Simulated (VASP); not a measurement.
Set up this calculation in VASP 6.6.1, as the native input.

| Property | Result |
| --- | --- |
| Task | single point |
| Functional | PBE |
| Potentials or basis | VASP PAW PBE potentials, release 64 (Li_sv, Cl) |
| Cutoff | 650 eV |
| k mesh | 8 × 8 × 8 |
| Occupations | gaussian, width 0.02 eV |
| Spin | no spin polarisation |
| Dipole correction | no |
| k mesh for the DOS | 12 × 12 × 12 |
| Occupations for the DOS | tetrahedron |
| Further INCAR settings | ALGO = Normal; EDIFF = 1e-06 |

Crystal: LiCl.

```xyz
2
Lattice="0.0000 2.5752 2.5752 2.5752 0.0000 2.5752 2.5752 2.5752 0.0000" Properties=species:S:1:pos:R:3 pbc="T T T"
Li    2.5752    2.5752    2.5752
Cl    0.0000    0.0000    0.0000
```

The input as run:

POSCAR

```
LiCl
1.0
    0.0000000000      2.5751811172      2.5751811172
    2.5751811172      0.0000000000      2.5751811172
    2.5751811172      2.5751811172      0.0000000000
Li Cl
1 1
Direct
    0.5000000000      0.5000000000      0.5000000000
    0.0000000000      0.0000000000      0.0000000000
```

INCAR.step1

```
SYSTEM = LiCl
  PREC = Accurate
  ENCUT = 650
  EDIFF = 1E-6
  ISMEAR = 0
  SIGMA = 0.02
  LREAL = .False.
  LASPH = .True.
  NELM = 120
  ALGO = Normal
  ISIF = 2
  LWAVE = .False.
  LCHARG = .True.
  GGA = PE
  NBANDS = 12
  GGA_COMPAT = .False.
  NEDOS = 2001
  LORBIT = 11
```

KPOINTS.step1

```
Automatic mesh
0
Gamma
  8 8 8
  0 0 0
```

INCAR.step2

```
SYSTEM = LiCl
  PREC = Accurate
  ENCUT = 650
  EDIFF = 1E-6
  ISMEAR = -5
  SIGMA = 0.02
  LREAL = .False.
  LASPH = .True.
  NELM = 120
  ALGO = Normal
  ISIF = 2
  LWAVE = .False.
  LCHARG = .False.
  GGA = PE
  LORBIT = 10
  NEDOS = 1001
  ICHARG = 11
  GGA_COMPAT = .False.
```

KPOINTS.step2

```
Automatic mesh
0
Gamma
  12 12 12
  0 0 0
```

Potentials or basis: VASP PAW PBE potentials, release 64 (Li_sv, Cl).

Launch:

```bash
$ cat potpaw_PBE.64/Li_sv/POTCAR potpaw_PBE.64/Cl/POTCAR > POTCAR
$ cp INCAR.step1 INCAR
$ cp KPOINTS.step1 KPOINTS
$ mpirun -np 1 vasp_std > vasp.out
$ cp INCAR.step2 INCAR
$ cp KPOINTS.step2 KPOINTS
$ mpirun -np 1 vasp_std > vasp.out
```

Results of the run:

```yaml
Valence_electrons_inside_the_program's_atomic_spheres: Li 2.04; Cl 5.18
```

Run time: 16 s on 1 thread of AMD EPYC 9R45 96-Core Processor (Zen 5), on a shared host, peak memory 0.14 GiB.
